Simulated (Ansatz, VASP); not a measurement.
C in VASP and in Ansatz

```
CELL_PARAMETERS angstrom
0.00000 2.19081 3.24756
1.26484 0.00000 3.24756
1.26484 2.19081 0.00000
ATOMIC_POSITIONS crystal
C 0.16667 0.83333 0.16667
C 0.83333 0.16667 0.83333
```

Change from the starting cell: strain +0.030 along x and y, -0.030 along z, atoms carried along.

Alike in both runs: task single point; functional r2SCAN; k mesh 14 × 14 × 14; occupations gaussian, width 0.05 eV; no spin polarisation.

```csv
,VASP,Ansatz
version,VASP 6.6.1,Ansatz 0.2.0
potentials or method,"VASP PAW PBE potentials, release 64 (C), cutoff 520 eV","scalar-relativistic, plane waves, PAW"
valence electrons in the cell,8,8
```

```tsv
	VASP	Ansatz	Ansatz less VASP
gap on the k mesh at the Fermi level (eV)	0.10	0.10	-0.001
least direct gap on the mesh (eV)	0.15	0.14	-0.001
pressure (GPa)	-21.4	-22.1	-0.61
traceless stress, the component that is largest in VASP (GPa)	25.27	25.99	+0.717
rms of the force components (eV/Å)	0.020	0.020	0.0000
```

VASP's potentials were made for PBE, not for r2SCAN. Atom by atom the forces differ by 0.000 eV/Å (rms over components).
